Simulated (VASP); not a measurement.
# CdSe (R3m) in VASP: notebook

The runs below take CdSe through single point, with PBEsol.

Program: VASP 6.6.1. These are calculated values, not measurements. Logs are shortened: lines on timing, memory, paths and dates and some standing lists are left out, and cuts for length are marked.

**1. The cell of the first run**

It takes space group R3m (No. 160, trigonal). The conventional cell has a = 4.570 Å, b = 4.570 Å, c = 10.329 Å, α = 90.00°, β = 90.00°, γ = 120.00°. Cd (site symmetry 3m) has 4 Se at 2.58 to 2.78 Å within 3.4 Å. Within 3.4 Å of Se (site symmetry 3m) lie 4 Cd at 2.58 to 2.78 Å.

**2. Single point, PBEsol (31.13 Å³/atom)**

File INCAR:

```
PREC = Accurate
ENCUT = 520
EDIFF = 1E-6
ISMEAR = 0
SIGMA = 0.05
LREAL = False
LASPH = True
NELM = 60
ALGO = Normal
ISIF = 2
LWAVE = False
LCHARG = False
GGA = PS
NBANDS = 16
```

File KPOINTS:

```
Automatic mesh
0
Gamma
  10 10 10
```

File POSCAR:

```
CdSe
1.0
    0.0000000000      3.2311850333      3.2311850333
    3.2311850333      0.0000000000      3.2311850333
    3.0648867103      3.0648867103      0.1662983230
Cd Se
1 1
Direct
    0.0000000000      0.0000000000      0.0000000000
    0.7500000000      0.7500000000      0.7500000000
```

Potentials or basis: VASP PAW PBE potentials, release 64 (Cd, Se).

The run is started by

```
cat potpaw_PBE.64/Cd/POTCAR potpaw_PBE.64/Se/POTCAR > POTCAR
mpirun -np 1 vasp_std > vasp.out
```

OUTCAR:

```text
PREC = Accurate
   ENCUT = 520
   EDIFF = 1E-6
   ISMEAR = 0
   LREAL = False
   LASPH = True
   NELM = 60
   ISIF = 2
   GGA = PS

 ion  position               nearest neighbor table
   1  0.000  0.000  0.000-   2 2.58   2 2.78   2 2.78   2 2.78
   2  0.750  0.750  0.750-   1 2.58   1 2.78   1 2.78   1 2.78

  LATTYP: Found a trigonal (rhomboedric) cell.
 ALAT       =     4.3375933680
 COS(alpha) =     0.4450856131

  Lattice vectors:

 A1 = (   3.0648867103,  -0.1662983230,  -3.0648867103)
 A2 = (  -0.1662983230,   3.0648867103,  -3.0648867103)
 A3 = (   3.0648867103,   3.0648867103,   0.1662983230)

Analysis of symmetry for initial positions (statically):
=====================================================================
 Subroutine PRICEL returns:
 Original cell was already a primitive cell.

 Routine SETGRP: Setting up the symmetry group for a
 trigonal (rhombohedral) supercell.

 Subroutine GETGRP returns: Found  6 space group operations
 (whereof  6 operations were pure point group operations)
 out of a pool of 12 trial point group operations.

The static configuration has the point symmetry C_3v.

Analysis of symmetry for dynamics (positions and initial velocities):
=====================================================================
 Subroutine PRICEL returns:
 Original cell was already a primitive cell.

 Routine SETGRP: Setting up the symmetry group for a
 trigonal (rhombohedral) supercell.

 Subroutine GETGRP returns: Found  6 space group operations
 (whereof  6 operations were pure point group operations)
 out of a pool of 12 trial point group operations.

The dynamic configuration has the point symmetry C_3v.

 Subroutine INISYM returns: Found  6 space group operations
 (whereof  6 operations are pure point group operations),
 and found     1 'primitive' translations

----------------------------------------------------------------------------------------

                                     Primitive cell

  volume of cell :      62.2620

  direct lattice vectors                    reciprocal lattice vectors
     0.000000000  3.231185033  3.231185033    -0.159057147  0.150426832  0.159057147
     3.231185033  0.000000000  3.231185033     0.150426832 -0.159057147  0.159057147
     3.064886710  3.064886710  0.166298323     0.167687461  0.167687461 -0.167687461

  length of vectors
     4.569585697  4.569585697  4.337593368     0.270604109  0.270604109  0.290443203

  position of ions in fractional coordinates (direct lattice)
     0.000000000  0.000000000  0.000000000
     0.750000000  0.750000000  0.750000000

  ion indices of the primitive-cell ions
   primitive index   ion index
                 1           1
                 2           2

----------------------------------------------------------------------------------------

 KPOINTS: Automatic mesh

Automatic generation of k-mesh.
 Grid dimensions read from file:
 generate k-points for:   10   10   10

 Generating k-lattice:

  Cartesian coordinates                     Fractional coordinates (reciprocal lattice)
    -0.015905715  0.015042683  0.015905715     0.100000000  0.000000000 -0.000000000
     0.015042683 -0.015905715  0.015905715     0.000000000  0.100000000 -0.000000000
     0.016768746  0.016768746 -0.016768746     0.000000000  0.000000000  0.100000000

  Length of vectors
     0.027060411  0.027060411  0.029044320

  Shift w.r.t. Gamma in fractional coordinates (k-lattice)
     0.000000000  0.000000000  0.000000000

 Subroutine IBZKPT returns following result:
 ===========================================

 Found    116 irreducible k-points:

 Following reciprocal coordinates:
            Coordinates               Weight
  0.000000  0.000000  0.000000      1.000000
  0.100000  0.000000 -0.000000      6.000000
  0.200000  0.000000 -0.000000      6.000000
  0.300000  0.000000  0.000000      6.000000
  0.400000  0.000000 -0.000000      6.000000
  0.500000  0.000000  0.000000      3.000000
[... 16 lines left out ...]
  0.300000  0.300000  0.000000      6.000000
  0.400000  0.300000 -0.000000     12.000000
 [... further k-points ...]
   k-points           NKPTS =    116   k-points in BZ     NKDIM =    116   number of bands    NBANDS=     16
   number of dos      NEDOS =    301   number of ions     NIONS =      2
   total plane-waves  NPLWV =  41472
   dimension x,y,z NGX =    36 NGY =   36 NGZ =   32
   dimension x,y,z NGXF=    72 NGYF=   72 NGZF=   64
   ions per type =               1   1
   NGX,Y,Z   is equivalent  to a cutoff of  13.10, 13.10, 12.26 a.u.
   NGXF,Y,Z  is equivalent  to a cutoff of  26.19, 26.19, 24.53 a.u.
 SYSTEM =  unknown system
   PREC   = accura    normal or accurate (medium, high low for compatibility)
   ISTART =      0    job   : 0-new  1-cont  2-samecut
   ICHARG =      2    charge: 1-file 2-atom 10-const
   ISPIN  =      1    spin polarized calculation?
   LNONCOLLINEAR =      F non collinear calculations
   LSORBIT =      F    spin-orbit coupling
   LASPH  =      T    aspherical Exc in radial PAW
   ENCUT  =  520.0 eV  38.22 Ry    6.18 a.u.   8.50  8.50  8.07*2*pi/ulx,y,z
   NELM   =     60;   NELMIN=  2; NELMDL= -5     # of ELM steps
   EDIFF  = 0.1E-05   stopping-criterion for ELM
   LREAL  =      F    real-space projection
   EDIFFG = 0.1E-04   stopping-criterion for IOM
   NSW    =      0    number of steps for IOM
   IBRION =     -1    ionic relax: 0-MD 1-quasi-New 2-CG
   NFREE  =      0    steps in history (QN), initial steepest desc. (CG)
   ISIF   =      2    stress and relaxation
   ISYM   =      2    0-nonsym 1-usesym 2-fastsym
   POTIM  = 0.5000    time-step for ionic-motion
   TEBEG  =    0.0;   TEEND  =   0.0 temperature during run
   PSTRESS=    0.0 pullay stress
   NELECT =      18.0000    total number of electrons
   NUPDOWN=      -1.0000    fix difference up-down
   EMIN   =  10.00;   EMAX   =-10.00  energy-range for DOS
   EFERMI =   0.00;   METHOD = LEGACY
   ISMEAR =     0;   SIGMA  =   0.05  broadening in eV -4-tet -1-fermi 0-gaus
   EFERMI_NEDOS =   21; number of points for ismear=-14 and -15
   IALGO  =     38    algorithm
   IMIX   =      4    mixing-type and parameters
     AMIX     =   0.40;   BMIX     =  1.00
     AMIX_MAG =   1.60;   BMIX_MAG =  1.00
  volume/ion in A,a.u.               =      31.13       210.08
  Fermi-wavevector in a.u.,A,eV,Ry     =   1.082492  2.045613 15.943152  1.171789
  Thomas-Fermi vector in A             =   2.218535
   LORBIT       =      0    0 simple, 1 ext, 2 COOP (PROOUT), +10 PAW based schemes
   GGA     = PS    functional components
   LHFCALC =     F    Hartree Fock is set to
   AEXX    =    0.0000 exact exchange contribution
   IVDW    =     0    specifies the selected vdW correction
   LEPSILON=     F    determine dielectric tensor
   LRPA    =     F    only Hartree local field effects (RPA)
 non-spin polarized calculation
 Gauss-broadening in eV      SIGMA  =   0.05
  energy-cutoff  :      520.00
  volume of cell :       62.26
 maximum number of plane-waves:      1699
 NGX is ok and might be reduce to    36
   NGX = 17   NGY = 17   NGZ = 17

 number of electron      17.9999998 magnetization

 Free energy of the ion-electron system (eV)
  ---------------------------------------------------
  ext. energy  EPLUGINS =         0.00000000
  ---------------------------------------------------
  free energy    TOTEN  =        -6.04610139 eV

  energy without entropy =       -6.04610139  energy(sigma->0) =       -6.04610139

 E-fermi :   0.2679     XC(G=0):  -8.6417

 val. band max:        0.0606769548   @ k =   0.1000   0.0000  -0.0000
 cond. band min:       0.4638413341   @ k =   0.0000   0.0000   0.0000
 fundamental gap:      0.4031643793
 Fermi energy:         0.2679388945

 k-point     1 :       0.0000    0.0000    0.0000
  band No.  band energies     occupation
      1     -12.0642      2.00000
      2      -7.6195      2.00000
      3      -7.5515      2.00000
      4      -7.5515      2.00000
      5      -7.2865      2.00000
      6      -7.2865      2.00000
[... 8 lines left out ...]
     15      10.9318      0.00000
     16      10.9318      0.00000

 k-point     2 :       0.1000    0.0000   -0.0000
  band No.  band energies     occupation
      1     -12.0382      2.00000
      2      -7.6098      2.00000
      3      -7.5453      2.00000
      4      -7.5268      2.00000
      5      -7.2869      2.00000
      6      -7.2860      2.00000
[... 8 lines left out ...]
     15      10.2696      0.00000
     16      10.6267      0.00000

 k-point     3 :       0.2000    0.0000   -0.0000
  band No.  band energies     occupation
      1     -11.9693      2.00000
      2      -7.5862      2.00000
      3      -7.5304      2.00000
      4      -7.4485      2.00000
      5      -7.2865      2.00000
      6      -7.2827      2.00000
[... 8 lines left out ...]
     15       9.9763      0.00000
     16      10.3843      0.00000

 k-point     4 :       0.3000    0.0000    0.0000
  band No.  band energies     occupation
      1     -11.8833      2.00000
      2      -7.5603      2.00000
      3      -7.5150      2.00000
      4      -7.3226      2.00000
      5      -7.2824      2.00000
      6      -7.2673      2.00000
[... 8 lines left out ...]
     15       9.8439      0.00000
     16      10.5423      0.00000

 k-point     5 :       0.4000    0.0000   -0.0000
  band No.  band energies     occupation
      1     -11.8130      2.00000
      2      -7.5422      2.00000
      3      -7.5055      2.00000
      4      -7.2769      2.00000
      5      -7.2756      2.00000
      6      -7.1497      2.00000
[... 8 lines left out ...]
     15      10.5188      0.00000
     16      11.3059      0.00000

 k-point     6 :       0.5000    0.0000    0.0000
  band No.  band energies     occupation
      1     -11.7860      2.00000
      2      -7.5361      2.00000
      3      -7.5027      2.00000
      4      -7.2722      2.00000
      5      -7.2714      2.00000
      6      -7.0751      2.00000
[... 8 lines left out ...]
     15      11.2187      0.00000
     16      11.4745      0.00000

 k-point     7 :       0.1000    0.1000   -0.0000
  band No.  band energies     occupation
      1     -12.0271      2.00000
      2      -7.6008      2.00000
      3      -7.5328      2.00000
      4      -7.5307      2.00000
      5      -7.2918      2.00000
      6      -7.2829      2.00000
[... 8 lines left out ...]
     15      10.1381      0.00000
     16      10.9984      0.00000

 k-point     8 :       0.2000    0.1000    0.0000
  band No.  band energies     occupation
      1     -11.9706      2.00000
      2      -7.5765      2.00000
      3      -7.5225      2.00000
      4      -7.4704      2.00000
      5      -7.2944      2.00000
      6      -7.2787      2.00000
[... 8 lines left out ...]
     15      10.6273      0.00000
     16      10.9072      0.00000

 k-point     9 :       0.3000    0.1000    0.0000
  band No.  band energies     occupation
      1     -11.8896      2.00000
      2      -7.5498      2.00000
      3      -7.5084      2.00000
      4      -7.3614      2.00000
      5      -7.2851      2.00000
      6      -7.2697      2.00000
[... 8 lines left out ...]
     15      10.5620      0.00000
     16      10.8860      0.00000
[... 172 lines left out ...]
 k-point    19 :       0.5000    0.2000    0.0000
  band No.  band energies     occupation
      1     -11.7482      2.00000
      2      -7.4974      2.00000
      3      -7.4665      2.00000
      4      -7.3117      2.00000
      5      -7.2660      2.00000
      6      -7.0497      2.00000
[... 8 lines left out ...]
     15      11.5999      0.00000
     16      11.8941      0.00000

 k-point    20 :      -0.4000    0.2000    0.0000
  band No.  band energies     occupation
      1     -11.7472      2.00000
      2      -7.5069      2.00000
      3      -7.4681      2.00000
      4      -7.2967      2.00000
      5      -7.2757      2.00000
      6      -7.0285      2.00000
[... 8 lines left out ...]
     15      10.8757      0.00000
     16      11.8473      0.00000

 k-point    21 :      -0.3000    0.2000    0.0000
  band No.  band energies     occupation
      1     -11.7890      2.00000
      2      -7.5270      2.00000
      3      -7.4750      2.00000
      4      -7.3032      2.00000
      5      -7.2816      2.00000
      6      -7.1216      2.00000
[... 8 lines left out ...]
     15      10.4682      0.00000
     16      11.9559      0.00000

 k-point    22 :      -0.2000    0.2000    0.0000
  band No.  band energies     occupation
      1     -11.8575      2.00000
      2      -7.5533      2.00000
      3      -7.4902      2.00000
      4      -7.3357      2.00000
      5      -7.2848      2.00000
      6      -7.2300      2.00000
[... 8 lines left out ...]
     15      10.8115      0.00000
     16      11.8155      0.00000

 k-point    23 :       0.3000    0.3000    0.0000
  band No.  band energies     occupation
      1     -11.8086      2.00000
      2      -7.4862      2.00000
      3      -7.4152      2.00000
      4      -7.4117      2.00000
      5      -7.2609      2.00000
      6      -7.2412      2.00000
[... 8 lines left out ...]
     15      11.6175      0.00000
     16      13.0449      0.00000

 k-point    24 :       0.4000    0.3000   -0.0000
  band No.  band energies     occupation
      1     -11.7522      2.00000
      2      -7.4630      2.00000
      3      -7.4263      2.00000
      4      -7.3660      2.00000
      5      -7.2566      2.00000
      6      -7.1477      2.00000
[... 8 lines left out ...]
     15      11.9149      0.00000
     16      12.8860      0.00000

 [... further k-points ...]
[... 5 lines left out ...]
  --------------------------------------------------------------------------------------
  -------------------------------------------------------------------------------------
  Total       -1.3479460     -1.3479460     -1.3479460      0.7287605     -0.7287605     -0.7287605
  in kB      -34.6864613    -34.6864613    -34.6864613     18.7530676    -18.7530676    -18.7530676
  external PRESSURE =     -34.6864613 kB  Pullay stress =       0.0000000 kB

 VOLUME and BASIS-vectors are now :
 -----------------------------------------------------------------------------
  energy-cutoff  :      520.00
  volume of cell :       62.26
      direct lattice vectors                 reciprocal lattice vectors
     0.000000000  3.231185033  3.231185033    -0.159057147  0.150426832  0.159057147
     3.231185033  0.000000000  3.231185033     0.150426832 -0.159057147  0.159057147
     3.064886710  3.064886710  0.166298323     0.167687461  0.167687461 -0.167687461

 POSITION                                       TOTAL-FORCE (eV/Angst)
 -----------------------------------------------------------------------------------
      0.00000      0.00000      0.00000        -0.257846     -0.257846      0.257846
      4.72205      4.72205      4.97150         0.257846      0.257846     -0.257846
 -----------------------------------------------------------------------------------
    total drift:                                0.000154      0.000154     -0.000152

  FREE ENERGIE OF THE ION-ELECTRON SYSTEM (eV)
  ---------------------------------------------------
  free  energy   TOTEN  =        -6.0461013891 eV

  energy  without entropy=       -6.0461013891  energy(sigma->0) =       -6.04610139
```

Wall time 2.2 min (1 thread of Intel Xeon 8259CL, shared host); peak memory 0.28 GiB.

Results:

```
Free energy            : -6.0461 eV
Pressure               : -3.5 GPa
Largest force          : 0.447 eV/Å
Band gap on the k mesh : 0.40 eV (least direct gap 0.45 eV)
```

Forces on the atoms (eV/Å):
```
Cd  -0.258 -0.258  0.258
Se   0.258  0.258 -0.258
```

Stress tensor (GPa, compression positive):
```
-3.47  1.88 -1.88
 1.88 -3.47 -1.88
-1.88 -1.88 -3.47
```

Levels at points of the mesh, in eV from the valence-band top:
| k point | band 6 | band 7 | band 8 | band 9 | band 10 | band 11 | band 12 | band 13 |
| --- | --- | --- | --- | --- | --- | --- | --- | --- |
| (0.00, 0.00, 0.00) | -7.35 | -0.05 | -0.05 | -0.05 | 0.40 | 5.55 | 5.55 | 6.53 |
| (0.50, 0.00, 0.00) | -7.14 | -3.88 | -0.55 | -0.54 | 2.24 | 6.14 | 6.58 | 7.03 |
| (0.50, 0.50, 0.00) | -7.07 | -3.69 | -1.72 | -1.35 | 3.05 | 3.69 | 8.33 | 9.38 |
| (0.00, 0.00, 0.50) | -7.09 | -3.92 | -0.84 | -0.84 | 1.92 | 6.04 | 6.04 | 7.26 |

Caveat: the cell stands under tension; the PAW data sets were made with another functional, which shifts forces and pressure a little. A k mesh can miss the band edges.

**3. Single point, PBEsol (32.63 Å³/atom)**

This run uses another cell than the first one, of 32.63 Å³/atom.

File INCAR:

```
SYSTEM = CdSe
  PREC = Accurate
  ENCUT = 520
  EDIFF = 1E-6
  ISMEAR = 0
  SIGMA = 0.05
  LREAL = .False.
  LASPH = .True.
  NELM = 60
  ALGO = Normal
  ISIF = 2
  LWAVE = .False.
  LCHARG = .False.
  GGA = PS
  NBANDS = 16
```

File KPOINTS:

```
Automatic mesh
0
Gamma
  10 10 10
  0 0 0
```

File POSCAR:

```
CdSe
1.0
    0.0000000000      3.3266311381      3.3266311381
    3.3266311381      0.0000000000      3.3266311381
    3.0746942732      3.0746942732      0.2519368649
Cd Se
1 1
Direct
    0.0000000000      0.0000000000      0.0000000000
    0.7500000000      0.7500000000      0.7500000000
```

Potentials or basis: VASP PAW PBE potentials, release 64 (Cd, Se).

The run is started by

```
cat potpaw_PBE.64/Cd/POTCAR potpaw_PBE.64/Se/POTCAR > POTCAR
mpirun -np 1 vasp_std > vasp.out
```

It took 1.9 min on 1 thread of Intel Xeon 8259CL, shared host; peak memory 0.28 GiB.

The run converged. Its results:

```yaml
Free_energy: -5.9021 eV
Pressure: -4.3 GPa
Largest_force: 0.607 eV/Å
Band_gap_on_the_k_mesh: 0.44 eV (least direct gap 0.49 eV)
```

Forces in eV/Å, atoms in the order of the input:
```
Cd  -0.350 -0.350  0.350
Se   0.350  0.350 -0.350
```

Stress tensor (GPa, compression positive):
```
-4.29  2.49 -2.49
 2.49 -4.29 -2.49
-2.49 -2.49 -4.29
```

Levels at points of the mesh, in eV from the valence-band top:
| k point | band 6 | band 7 | band 8 | band 9 | band 10 | band 11 | band 12 | band 13 |
| --- | --- | --- | --- | --- | --- | --- | --- | --- |
| (0.00, 0.00, 0.00) | -7.30 | -0.19 | -0.04 | -0.04 | 0.44 | 5.42 | 5.42 | 6.87 |
| (0.50, 0.00, 0.00) | -7.11 | -3.64 | -0.46 | -0.44 | 2.21 | 6.04 | 6.39 | 7.19 |
| (0.50, 0.50, 0.00) | -7.05 | -3.51 | -1.65 | -1.12 | 2.98 | 3.77 | 8.00 | 9.02 |
| (0.00, 0.00, 0.50) | -7.06 | -3.70 | -0.86 | -0.86 | 1.79 | 5.89 | 5.89 | 7.24 |

Caveat: the cell stands under tension; the PAW data sets were made with another functional, which shifts forces and pressure a little. A k mesh can miss the band edges.

(Part 1 of 2 ends here.)
